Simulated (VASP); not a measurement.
A run of VASP 6.6.1:

The input INCAR:

```
SYSTEM = Ge4S
  ALGO = Fast
  DIPOL = 0.5 0.5 0.322
  EDIFF = 1E-6
  EDIFFG = -0.025
  ENCUT = 520
  GGA = PE
  IBRION = 2
  IDIPOL = 3
  ISIF = 2
  ISMEAR = 0
  LASPH = .TRUE.
  LCHARG = .FALSE.
  LDIPOL = .TRUE.
  LREAL = .FALSE.
  LWAVE = .FALSE.
  NELM = 100
  NSW = 36
  PREC = Accurate
  SIGMA = 0.1
```

The input KPOINTS:

```
k-points
0
G
  7 7 1
  0 0 0
```

File POSCAR:

```
Ge4S
1.0
    4.0740542171      0.0000000000      0.0000000000
    0.0000000000      4.0740542171      0.0000000000
    0.0000000000      0.0000000000     19.8557569412
Ge S
4 1
Selective dynamics
Direct
    0.0000000000      0.5000000000      0.2014529092  F F F
    0.0000000000      0.0000000000      0.2739958843  F F F
    0.5000000000      0.0000000000      0.3493666172  F F F
    0.5000000000      0.5000000000      0.4208228861  F F F
    1.0000000000      0.7500000000      0.3655686304  F F T
```

Potentials or basis: VASP PAW PBE potentials, release 64 (Ge_d, S).

Run with:

```sh
$ cat potpaw_PBE.64/Ge_d/POTCAR potpaw_PBE.64/S/POTCAR > POTCAR
$ mpirun -np 1 vasp_std > vasp.out
```

Hardware: 1 thread of Oxide Virtual Turin-like Processor, on a shared host.

**Question.** Estimate the wall time of this run.

**Answer.** Run time: 70 min on 1 thread of Oxide Virtual Turin-like Processor, on a shared host, peak memory 0.44 GiB. Counts: scf iterations 270, k points 16, ion steps 8.
